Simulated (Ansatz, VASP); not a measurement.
# Two plane-wave programs on AgRh

Contents of INCAR:

```
PREC = Accurate
ENCUT = 520
EDIFF = 1E-6
ISMEAR = -1
SIGMA = 0.05
LREAL = F
LASPH = T
NELM = 80
ALGO = Normal
ISIF = 2
LWAVE = F
LCHARG = F
GGA = CA
NBANDS = 20
```

File KPOINTS:

```
Automatic mesh
0
Gamma
  11 11 6
```

The input POSCAR:

```
AgRh
1.0
    2.8320645439      0.0000000000      0.0000000000
   -1.4160322720      2.4526398402      0.0000000000
    0.0000000000      0.0000000000      4.9029122571
Ag Rh
1 1
Direct
    0.0000000000      0.0000000000      0.5000000000
    0.6666666667      0.3333333333      0.0000000000
```

The input input.yaml:

```yaml
crystal:
  lattice:
    - [2.8320645439, 0.0, 0.0]
    - [-1.416032272, 2.4526398402, 0.0]
    - [0.0, 0.0, 4.9029122571]
  atoms:
    - { symbol: Ag, position: [0.0, 0.0, 0.5] }
    - { symbol: Rh, position: [0.6666666667, 0.3333333333, 0.0] }
hamiltonian:
  xc: lda
  pseudopotentials: { kind: paw }
kpoints:
  mp_grid: { grid: [11, 11, 6] }
scf:
  occupations: { method: fermi_dirac, width: 0.05 }
output:
  forces: true
  stress: true
  eigenvalues: true
```

Alike in both runs: task single point; functional LDA; k mesh 11 × 11 × 6; occupations fermi-dirac, width 0.05 eV; no spin polarisation.

|  | VASP | Ansatz |
| --- | --- | --- |
| version | VASP 6.6.1 | Ansatz 0.2.0 |
| potentials or method | VASP PAW LDA potentials, release 64 (Ag, Rh_pv) | Ansatz PAW |
| plane-wave cutoff (eV) | 520 | 420 |
| valence electrons in the cell | 26 | 36 |

|  | VASP | Ansatz | Ansatz less VASP |
| --- | --- | --- | --- |
| gap on the k mesh at the Fermi level (eV) | none | none | - |
| pressure (GPa) | -21.2 | -21.5 | -0.28 |
| traceless stress, the component that is largest in VASP (GPa) | 1.13 | 1.14 | +0.019 |

LDA's correlation is that of Perdew and Zunger in VASP and of Perdew and Wang (1992) in Ansatz. A gap of «none» marks a metal or a gap that the smearing closes. VASP's potentials hold 26 valence electrons a cell and Ansatz's 36, so a difference there can come from the potentials and not from the codes.
